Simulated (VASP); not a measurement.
# Al2O3 (P-3m1) in VASP: notebook, part 2 of 2

VASP 6.6.1. The steps go on from the part before.

### Step 3. Single point, PBE+D3(BJ)

This run uses another cell than the first one, of the same volume but with other edges.

The input, INCAR:

```
SYSTEM = Al2O3
PREC     = Accurate       ! precision mode
ENCUT    = 520            ! plane-wave cutoff, eV
EDIFF    = 1E-6           ! SCF threshold, eV
ISMEAR   = 0              ! smearing method
SIGMA    = 0.05           ! smearing width, eV
LREAL    = .FALSE.        ! projectors in reciprocal space
LASPH    = .TRUE.         ! aspherical terms in the spheres
NELM     = 100            ! most SCF steps
ALGO     = Normal         ! electronic algorithm
ISIF     = 2              ! what is computed and relaxed
LWAVE    = .FALSE.        ! write WAVECAR
LCHARG   = .TRUE.         ! write CHGCAR
GGA      = PE             ! functional
IVDW     = 12             ! dispersion correction
LELF     = .TRUE.         ! ELF
LVHAR    = .TRUE.       
NBANDS   = 20             ! bands
```

The input, KPOINTS:

```
regular mesh
0
G
  12 12 4
  0 0 0
```

The input, POSCAR:

```
Al2O3
1.0
    2.8395597904      0.0000000000      0.0000000000
   -1.4197798952      2.4591309141      0.0000000000
    0.0000000000      0.0000000000      8.5536064605
Al O
2 3
Direct
    0.0000000000      0.0000000000      0.2779510000
    0.0000000000      0.0000000000      0.7220490000
    0.3333333333      0.6666666667      0.1994540000
    0.6666666667      0.3333333333      0.8005460000
    0.0000000000      0.0000000000      0.5000000000
```

Potentials or basis: VASP PAW PBE potentials, release 64 (Al, O).

On the command line:

```sh
cat potpaw_PBE.64/Al/POTCAR potpaw_PBE.64/O/POTCAR > POTCAR
mpirun -np 1 vasp_std > vasp.out
```

OUTCAR:

```text
SYSTEM = Al2O3
   PREC = Accurate
   ENCUT = 520
   EDIFF = 1E-6
   ISMEAR = 0
   LREAL = .FALSE.
   LASPH = .TRUE.
   NELM = 100
   ISIF = 2
   GGA = PE
   IVDW = 12
 IVDW          = 12

 ion  position               nearest neighbor table
   1  0.000  0.000  0.278-   3 1.77   3 1.77   3 1.77   5 1.90
   2  0.000  0.000  0.722-   4 1.77   4 1.77   4 1.77   5 1.90
   3  0.333  0.667  0.199-   1 1.77   1 1.77   1 1.77
   4  0.667  0.333  0.801-   2 1.77   2 1.77   2 1.77
   5  0.000  0.000  0.500-   1 1.90   2 1.90

  LATTYP: Found a hexagonal cell.
 ALAT       =     2.8395597904
 C/A-ratio  =     3.0123001774

  Lattice vectors:

 A1 = (   2.8395597904,   0.0000000000,   0.0000000000)
 A2 = (  -1.4197798952,   2.4591309141,   0.0000000000)
 A3 = (   0.0000000000,   0.0000000000,   8.5536064605)

Analysis of symmetry for initial positions (statically):
=====================================================================
 Subroutine PRICEL returns:
 Original cell was already a primitive cell.

 Routine SETGRP: Setting up the symmetry group for a
 hexagonal supercell.

 Subroutine GETGRP returns: Found 12 space group operations
 (whereof 12 operations were pure point group operations)
 out of a pool of 24 trial point group operations.

The static configuration has the point symmetry D_3d.

Analysis of symmetry for dynamics (positions and initial velocities):
=====================================================================
 Subroutine PRICEL returns:
 Original cell was already a primitive cell.

 Routine SETGRP: Setting up the symmetry group for a
 hexagonal supercell.

 Subroutine GETGRP returns: Found 12 space group operations
 (whereof 12 operations were pure point group operations)
 out of a pool of 24 trial point group operations.

The dynamic configuration has the point symmetry D_3d.

 Subroutine INISYM returns: Found 12 space group operations
 (whereof 12 operations are pure point group operations),
 and found     1 'primitive' translations

----------------------------------------------------------------------------------------

                                     Primitive cell

  volume of cell :      59.7285

  direct lattice vectors                    reciprocal lattice vectors
     2.839559790  0.000000000  0.000000000     0.352167263  0.203323864  0.000000000
    -1.419779895  2.459130914  0.000000000     0.000000000  0.406647728  0.000000000
     0.000000000  0.000000000  8.553606460     0.000000000  0.000000000  0.116909751

  length of vectors
     2.839559790  2.839559790  8.553606460     0.406647728  0.406647728  0.116909751

  position of ions in fractional coordinates (direct lattice)
     0.000000000  0.000000000  0.277951000
     0.000000000  0.000000000  0.722049000
     0.333333333  0.666666667  0.199454000
     0.666666667  0.333333333  0.800546000
     0.000000000  0.000000000  0.500000000

  ion indices of the primitive-cell ions
   primitive index   ion index
                 1           1
                 2           2
                 3           3
                 4           4
                 5           5

----------------------------------------------------------------------------------------
[... 27 lines left out ...]
  0.000000  0.000000  0.000000      1.000000
  0.083333  0.000000  0.000000      6.000000
  0.166667  0.000000  0.000000      6.000000
  0.250000  0.000000  0.000000      6.000000
  0.333333  0.000000  0.000000      6.000000
  0.416667  0.000000  0.000000      6.000000
[... 16 lines left out ...]
  0.166667  0.000000  0.250000      6.000000
  0.000000  0.166667  0.250000      6.000000
 [... further k-points ...]
   k-points           NKPTS =     69   k-points in BZ     NKDIM =     69   number of bands    NBANDS=     20
   number of dos      NEDOS =    301   number of ions     NIONS =      5
   total plane-waves  NPLWV =  36864
   dimension x,y,z NGX =    24 NGY =   24 NGZ =   64
   dimension x,y,z NGXF=    48 NGYF=   48 NGZF=  128
   ions per type =               2   3
   NGX,Y,Z   is equivalent  to a cutoff of  14.05, 14.05, 12.44 a.u.
   NGXF,Y,Z  is equivalent  to a cutoff of  28.10, 28.10, 24.88 a.u.
 SYSTEM =  Al2O3
   PREC   = accura    normal or accurate (medium, high low for compatibility)
   ISTART =      0    job   : 0-new  1-cont  2-samecut
   ICHARG =      2    charge: 1-file 2-atom 10-const
   ISPIN  =      1    spin polarized calculation?
   LNONCOLLINEAR =      F non collinear calculations
   LSORBIT =      F    spin-orbit coupling
   LASPH  =      T    aspherical Exc in radial PAW
   ENCUT  =  520.0 eV  38.22 Ry    6.18 a.u.   5.28  5.28 15.90*2*pi/ulx,y,z
   NELM   =    100;   NELMIN=  2; NELMDL= -5     # of ELM steps
   EDIFF  = 0.1E-05   stopping-criterion for ELM
   LREAL  =      F    real-space projection
   EDIFFG = 0.1E-04   stopping-criterion for IOM
   NSW    =      0    number of steps for IOM
   IBRION =     -1    ionic relax: 0-MD 1-quasi-New 2-CG
   NFREE  =      0    steps in history (QN), initial steepest desc. (CG)
   ISIF   =      2    stress and relaxation
   ISYM   =      2    0-nonsym 1-usesym 2-fastsym
   POTIM  = 0.5000    time-step for ionic-motion
   TEBEG  =    0.0;   TEEND  =   0.0 temperature during run
   PSTRESS=    0.0 pullay stress
   NELECT =      24.0000    total number of electrons
   NUPDOWN=      -1.0000    fix difference up-down
   EMIN   =  10.00;   EMAX   =-10.00  energy-range for DOS
   EFERMI =   0.00;   METHOD = LEGACY
   ISMEAR =     0;   SIGMA  =   0.05  broadening in eV -4-tet -1-fermi 0-gaus
   EFERMI_NEDOS =   21; number of points for ismear=-14 and -15
   IALGO  =     38    algorithm
   IMIX   =      4    mixing-type and parameters
     AMIX     =   0.40;   BMIX     =  1.00
     AMIX_MAG =   1.60;   BMIX_MAG =  1.00
  volume/ion in A,a.u.               =      11.95        80.61
  Fermi-wavevector in a.u.,A,eV,Ry     =   1.208049  2.282882 19.856107  1.459383
  Thomas-Fermi vector in A             =   2.343669
   LORBIT       =      0    0 simple, 1 ext, 2 COOP (PROOUT), +10 PAW based schemes
   GGA     = PE    functional components
   LHFCALC =     F    Hartree Fock is set to
   AEXX    =    0.0000 exact exchange contribution
   IVDW    =    12    specifies the selected vdW correction
   LEPSILON=     F    determine dielectric tensor
   LRPA    =     F    only Hartree local field effects (RPA)
 non-spin polarized calculation
 Gauss-broadening in eV      SIGMA  =   0.05
  energy-cutoff  :      520.00
  volume of cell :       59.73
 maximum number of plane-waves:      1628
 NGX is ok and might be reduce to    24

 number of electron      24.0000011 magnetization

 Free energy of the ion-electron system (eV)
  ---------------------------------------------------
  ext. energy  EPLUGINS =         0.00000000
  ---------------------------------------------------
  free energy    TOTEN  =       -34.52895083 eV

  energy without entropy =      -34.52893374  energy(sigma->0) =      -34.52894229

 E-fermi :   5.8669     XC(G=0):  -9.6584

 val. band max:        5.7703338857   @ k =   0.0000   0.0000   0.0000
 cond. band min:       5.9356375021   @ k =   0.0000   0.0000   0.0000
 fundamental gap:      0.1653036164
 Fermi energy:         5.8668508410

 k-point     1 :       0.0000    0.0000    0.0000
  band No.  band energies     occupation
      1     -16.9379      2.00000
      2     -16.8873      2.00000
      3     -11.7673      2.00000
      4      -2.4637      2.00000
      5      -1.7980      2.00000
      6      -0.3724      2.00000
[... 541 lines left out ...]
     19      15.8030      0.00000
     20      17.6059      0.00000

 [... further k-points ...]

------------------------ aborting loop because EDIFF is reached ----------------------------------------

 Edisp (eV)   -0.83181

 E8    (eV) :    -0.3124

  FORCE on cell =-STRESS in cart. coord.  units (eV):
  Direction    XX          YY          ZZ          XY          YZ          ZX
  --------------------------------------------------------------------------------------
  -------------------------------------------------------------------------------------
  Total       8.65325     8.65325   -16.92996    -0.00000     0.00000     0.00000
  in kB     232.11748   232.11748  -454.13463    -0.00000     0.00000     0.00000
  external pressure =        3.37 kB  Pullay stress =        0.00 kB

 VOLUME and BASIS-vectors are now :
 -----------------------------------------------------------------------------
  energy-cutoff  :      520.00
  volume of cell :       59.73
      direct lattice vectors                 reciprocal lattice vectors
     2.839559790  0.000000000  0.000000000     0.352167263  0.203323864  0.000000000
    -1.419779895  2.459130914  0.000000000     0.000000000  0.406647728  0.000000000
     0.000000000  0.000000000  8.553606460     0.000000000  0.000000000  0.116909751

 POSITION                                       TOTAL-FORCE (eV/Angst)
 -----------------------------------------------------------------------------------
      0.00000      0.00000      2.37748         0.000000      0.000000      4.336698
      0.00000      0.00000      6.17612        -0.000000      0.000000     -4.336698
     -0.00000      1.63942      1.70605        -0.000000      0.000000     -0.045601
      1.41978      0.81971      6.84756         0.000000      0.000000      0.045601
      0.00000      0.00000      4.27680         0.000000      0.000000      0.000000
 -----------------------------------------------------------------------------------
    total drift:                                0.000000      0.000000     -0.000000

  FREE ENERGIE OF THE ION-ELECTRON SYSTEM (eV)
  ---------------------------------------------------
  free  energy   TOTEN  =       -35.3607645762 eV

  energy  without entropy=      -35.3607474875  energy(sigma->0) =      -35.36075603
```

Wall time 27 s (1 thread of Intel Xeon 6975P-C (Granite Rapids), shared host); peak memory 0.22 GiB.

What came out:

```
Free energy                : -35.3608 eV
Pressure                   : 0.3 GPa
Largest force              : 4.337 eV/Å
Band gap on the k mesh     : 0.17 eV, direct
Dispersion energy per atom : -0.166 eV
```

Forces on the atoms (eV/Å):
```
Al   0.000  0.000  4.337
Al   0.000  0.000 -4.337
O    0.000  0.000 -0.046
O    0.000  0.000  0.046
O    0.000  0.000  0.000
```

Caveat: forces of over 1 eV/Å act on the atoms, so gaps and moduli don't describe the material at rest. A k mesh can miss the band edges.

### Step 4. Single point, PBE+D3(BJ)

This run uses another cell than the first one, of the same volume but with other edges.

The input, INCAR:

```
ALGO = Normal
EDIFF = 1E-6
ENCUT = 520
GGA = PE
ISIF = 2
ISMEAR = 0
IVDW = 12
LASPH = T
LCHARG = F
LREAL = F
LWAVE = F
NBANDS = 20
NELM = 80
PREC = Accurate
SIGMA = 0.05
```

The input, KPOINTS:

```
k-points
0
Gamma
  12 12 4
```

POSCAR, as its differences from that of step 3:

```diff
@@ -2,5 +2,5 @@
 1.0
-    2.8395597904      0.0000000000      0.0000000000
-   -1.4197798952      2.4591309141      0.0000000000
-    0.0000000000      0.0000000000      8.5536064605
+    3.1025264353      0.0000000000      0.0000000000
+   -1.5512632176      2.6868667089      0.0000000000
+    0.0000000000      0.0000000000      7.1650680474
 Al O
```

On the command line:

```sh
cat potpaw_PBE.64/Al/POTCAR potpaw_PBE.64/O/POTCAR > POTCAR
mpirun -np 1 vasp_std > vasp.out
```

It took 26 s on 1 thread of Intel Xeon 6975P-C (Granite Rapids), shared host; peak memory 0.22 GiB.

Results (log left out):

```
Free energy                : -36.5968 eV
Pressure                   : 1.3 GPa
Largest force              : 3.566 eV/Å
Band gap on the k mesh     : 3.09 eV, direct
Dispersion energy per atom : -0.169 eV
```

Forces in eV/Å, atoms in the order of the input:
```
Al   0.000  0.000 -3.566
Al   0.000  0.000  3.566
O    0.000  0.000  0.066
O    0.000  0.000 -0.066
O    0.000  0.000  0.000
```

Stress tensor (GPa, compression positive):
```
-12.93   0.00   0.00
  0.00 -12.93   0.00
  0.00   0.00  29.91
```

Levels at points of the mesh, in eV from the valence-band top:
```
           k point  band 8  band 9  band 10  band 11  band 12  band 13  band 14  band 15  band 16  band 17
(0.00, 0.00, 0.00)   -2.53   -2.53    -1.13     0.00     0.00     3.09     5.11     8.33    11.93    12.00
(0.50, 0.00, 0.00)   -3.04   -2.90    -1.73    -0.77    -0.35     5.56     7.25     8.77    10.13    10.72
(0.00, 0.00, 0.50)   -2.51   -2.17    -2.10     0.00     0.00     3.94     4.30     8.99    10.01    12.31
(0.50, 0.00, 0.50)   -3.15   -2.75    -2.01    -0.64    -0.34     6.18     6.41     9.16     9.31    11.26
```

Caveat: forces of over 1 eV/Å act on the atoms, so gaps and moduli don't describe the material at rest.

### Step 5. The runs side by side

| cell | gap on the mesh (eV) | pressure (GPa) | largest force (eV/Å) |
| --- | --- | --- | --- |
| a = 3.185, b = 3.185, c = 6.797 Å, angles 90.0, 90.0, 120.0°, 5 atoms | 3.30 | 9.4 | 8.45 |
| a = 2.840, b = 2.840, c = 8.554 Å, angles 90.0, 90.0, 120.0°, 5 atoms | 0.17 | 0.3 | 4.34 |
| a = 3.103, b = 3.103, c = 7.165 Å, angles 90.0, 90.0, 120.0°, 5 atoms | 3.09 | 1.3 | 3.57 |

Alike in all rows: task single point; level PBE+D3(BJ); potentials or basis VASP PAW PBE potentials, release 64 (Al, O); no spin polarisation; k mesh 12 × 12 × 4; cutoff (eV) 520; smearing gaussian 0.05 eV.

Caveats: forces of over 1 eV/Å act on the atoms, so gaps and moduli don't describe the material at rest.

Total energies depend on the potentials used, so only differences within one code and one set of settings carry meaning.
